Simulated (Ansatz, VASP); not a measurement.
TiAl: VASP beside Ansatz

File INCAR:

```
  PREC = Accurate
  ENCUT = 500
  EDIFF = 1E-6
  ISMEAR = 0
  SIGMA = 0.15
  LREAL = F
  LASPH = T
  NELM = 120
  ALGO = Normal
  ISIF = 2
  LWAVE = F
  LCHARG = T
  GGA = PS
  LELF = T
  LVHAR = T
  NBANDS = 14
  GGA_COMPAT = F
```

Contents of KPOINTS:

```
Automatic mesh
0
Gamma
  24 24 14
```

File POSCAR:

```
TiAl
1.0
    2.8478212843      0.0000000000      0.0000000000
   -1.4239106421      2.4662855776      0.0000000000
    0.0000000000      0.0000000000      4.7123436356
Ti Al
1 1
Direct
    0.0000000000      0.0000000000      0.0000000000
    0.3333333333      0.6666666667      0.5000000000
```

Input for Ansatz:

```yaml
crystal:
  lattice:
    - [2.8478212843, 0.0, 0.0]
    - [-1.4239106421, 2.4662855776, 0.0]
    - [0.0, 0.0, 4.7123436356]
  atoms:
    - { symbol: Ti, position: [0.0, 0.0, 0.0] }
    - { symbol: Al, position: [0.3333333333, 0.6666666667, 0.5] }
basis:
  ecutwfc: 420
kpoints:
  mp_grid: { grid: [24, 24, 14] }
hamiltonian:
  xc: pbesol
scf:
  occupations: { method: gaussian, width: 0.15 }
output:
  forces: true
  stress: true
  eigenvalues: true
```

Change from the starting cell: strain +0.0200 x Voigt [0, 0, 1, 0, 0, 0], atoms carried along.

Alike in both runs: task single point; functional PBEsol; k mesh 24 × 24 × 14; occupations gaussian, width 0.15 eV; no spin polarisation.

```csv
,VASP,Ansatz
version,VASP 6.6.1,Ansatz 0.2.0
potentials or method,"VASP PAW PBE potentials, release 64 (Ti_sv, Al), cutoff 500 eV","scalar-relativistic, plane waves, PAW"
valence electrons in the cell,15,15
```

```csv
,VASP,Ansatz,Ansatz less VASP
gap on the k mesh at the Fermi level (eV),none,none,-
pressure (GPa),-2.3,-2.3,-0.01
"traceless stress, the component that is largest in VASP (GPa)",-2.22,-2.29,-0.066
```

VASP's potentials were made for PBE, not for PBEsol. A gap of «none» marks a metal or a gap that the smearing closes.
